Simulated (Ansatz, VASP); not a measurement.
## Zr in VASP and in Ansatz

```xyz
1
Lattice="-1.7978 1.7978 1.7978 1.7978 -1.7978 1.7978 1.7978 1.7978 -1.7978" Properties=species:S:1:pos:R:3 pbc="T T T"
Zr    0.0000    0.0000    0.0000
```

Alike in both runs: functional revPBE; k mesh 13 × 13 × 13; occupations fermi-dirac, width 0.05 eV; no spin polarisation.

Ansatz relaxed the structure, and its values are those at the end. VASP's run is a single point on that final structure, the one shown.

```csv
,VASP,Ansatz
version,VASP 6.6.1,Ansatz 0.2.0
potentials or method,"VASP PAW PBE potentials, release 64 (Zr_sv)","PAW with Ansatz's default frozen-core files, scalar-relativistic"
plane-wave cutoff (eV),520,420
valence electrons in the cell,12,12
```

|  | VASP | Ansatz | Ansatz less VASP |
| --- | --- | --- | --- |
| gap on the k mesh at the Fermi level (eV) | none | none | - |
| pressure (GPa) | 0.0 | 0.0 | -0.01 |

VASP's potentials were made for PBE, not for revPBE. A gap of «none» marks a metal or a gap that the smearing closes.
